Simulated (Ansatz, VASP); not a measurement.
## One calculation of Co, two programs

Contents of INCAR:

```
PREC     = Accurate       # precision mode
ENCUT    = 600            # plane-wave cutoff, eV
EDIFF    = 1E-7           # SCF threshold, eV
ISMEAR   = 0              # smearing method
SIGMA    = 0.1            # smearing width, eV
LREAL    = F              # projectors in reciprocal space
LASPH    = T              # aspherical terms in the spheres
NELM     = 150            # most SCF steps
ALGO     = Normal         # electronic algorithm
ISIF     = 3              # what is computed and relaxed
LWAVE    = F              # write WAVECAR
LCHARG   = F              # write CHGCAR
ISPIN    = 2              # spin polarisation
MAGMOM   = 1.85 1.85      # initial moments
LORBIT   = 11             # projections on sites
LMAXMIX  = 4              # l up to which the mixer works
GGA      = PE             # functional
IBRION   = 2              # ionic algorithm
NSW      = 80             # ionic steps
EDIFFG   = -0.01          # ionic threshold
```

File KPOINTS:

```
regular mesh
0
Gamma
  14 14 14
```

POSCAR

```
Co
1.0
    0.0000000000      2.5340041645      2.5340041645
    2.5340041645      0.0000000000      2.5340041645
    2.5340041645      2.5340041645      0.0000000000
Co
2
Direct
    0.0000000000      0.0000000000      0.0000000000
    0.2500000000      0.2500000000      0.2500000000
```

Input for Ansatz:

```yaml
crystal:
  lattice:
    - [0.0, 2.5340041645, 2.5340041645]
    - [2.5340041645, 0.0, 2.5340041645]
    - [2.5340041645, 2.5340041645, 0.0]
  atoms:
    - { symbol: Co, position: [0.0, 0.0, 0.0], spin: 1.85 }
    - { symbol: Co, position: [0.25, 0.25, 0.25], spin: 1.85 }
basis:
  ecutwfc: 420
kpoints:
  mp_grid: { grid: [14, 14, 14] }
hamiltonian:
  xc: pbe
scf:
  occupations: { method: gaussian, width: 0.1 }
output:
  forces: true
  stress: true
  eigenvalues: true
  populations: true
magnetization:
  spin_polarized: true
relax:
  adjacent_minimum: "off"
  f_tol: 0.01
  max_steps: 60
  cell: { stress_tol: 0.1 }
```

Alike in both runs: task relaxation of cell and atoms; functional PBE; k mesh 14 × 14 × 14; occupations gaussian, width 0.1 eV; collinear spin.

```csv
,VASP,Ansatz
version,VASP 6.6.1,Ansatz 0.2.0
potentials or method,"VASP PAW PBE potentials, release 64 (Co), cutoff 600 eV","scalar-relativistic, plane waves, PAW"
valence electrons in the cell,18,34
```

VASP gave:

| Quantity | Value |
| --- | --- |
| gap on the k mesh at the Fermi level, each at its own relaxed structure (eV) | none |
| net moment per atom (μB) | 1.72 |
| size of the moment on the site where the two differ most (μB) | 1.71 |
| relaxed volume (Å³/atom) | 16.27 |
| relaxed cell length with the largest relative difference (Å) | 3.584 |

Estimate Ansatz's values.

gap on the k mesh at the Fermi level, each at its own relaxed structure (eV): none; net moment per atom (μB): 1.74; size of the moment on the site where the two differ most (μB): 1.75; relaxed volume (Å³/atom): 16.38; relaxed cell length with the largest relative difference (Å): 3.592.

Site moments also hang on the region over which each program counts them. A gap of «none» marks a metal or a gap that the smearing closes. VASP's potentials hold 18 valence electrons a cell and Ansatz's 34, so a difference there can come from the potentials and not from the codes.

Noted on VASP's run: the relaxation stopped at its first step, so nothing moved.
